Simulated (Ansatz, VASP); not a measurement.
# Two plane-wave programs on Hf

```
CELL_PARAMETERS angstrom
5.70607 0.00000 0.00000
0.00000 5.70607 0.00000
0.00000 0.00000 5.70607
ATOMIC_POSITIONS crystal
Hf 0.00000 0.00000 0.00000
Hf 0.50000 0.50000 0.50000
Hf 0.25000 0.00000 0.50000
Hf 0.75000 0.00000 0.50000
Hf 0.50000 0.25000 0.00000
Hf 0.50000 0.75000 0.00000
Hf 0.00000 0.50000 0.25000
Hf 0.00000 0.50000 0.75000
```

Alike in both runs: functional BLYP; k mesh 5 × 5 × 5; occupations fermi-dirac, width 0.1 eV; no spin polarisation.

Ansatz relaxed the structure, and its values are those at the end. VASP's run is a single point on that final structure, the one shown.

|  | VASP | Ansatz |
| --- | --- | --- |
| version | VASP 6.6.1 | Ansatz 0.2.0 |
| potentials or method | VASP PAW PBE potentials, release 64 (Hf_pv), cutoff 520 eV | plane waves (420 eV) with PAW, scalar-relativistic |
| valence electrons in the cell | 80 | 208 |

|  | VASP | Ansatz | Ansatz less VASP |
| --- | --- | --- | --- |
| pressure (GPa) | 0.0 | 0.0 | +0.02 |

VASP's potentials were made for PBE, not for BLYP. VASP's potentials hold 80 valence electrons a cell and Ansatz's 208, so a difference there can come from the potentials and not from the codes.

Neither program's run includes spin-orbit coupling.
